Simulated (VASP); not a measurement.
A run of VASP 6.6.1 is set up as follows.

File INCAR:

```
PREC     = Accurate       # precision mode
ENCUT    = 520            # plane-wave cutoff, eV
EDIFF    = 1E-6           # SCF threshold, eV
ISMEAR   = 0              # smearing method
SIGMA    = 0.01           # smearing width, eV
LREAL    = F              # projectors in reciprocal space
LASPH    = T              # aspherical terms in the spheres
NELM     = 60             # most SCF steps
ALGO     = Normal         # electronic algorithm
ISIF     = 2              # what is computed and relaxed
LWAVE    = F              # write WAVECAR
LCHARG   = T              # write CHGCAR
GGA      = PE             # functional
LELF     = T              # ELF
LVHAR    = T            
NBANDS   = 17             # bands
```

KPOINTS

```
regular mesh
0
Gamma
  5 5 5
```

Contents of POSCAR:

```
TePb
1.0
    0.0000000000      3.2523979746      3.2523979746
    3.2523979746      0.0000000000      3.2523979746
    3.2523979746      3.2523979746      0.0000000000
Te Pb
1 1
Direct
    0.5000000000      0.5000000000      0.5000000000
    0.0000000000      0.0000000000      0.0000000000
```

Potentials or basis: VASP PAW PBE potentials, release 64 (Te, Pb_d).

The run is started by

```bash
$ cat potpaw_PBE.64/Te/POTCAR potpaw_PBE.64/Pb_d/POTCAR > POTCAR
$ mpirun -np 1 vasp_std > vasp.out
```

Problem. Estimate the pressure.

Solution. 1.2 GPa.
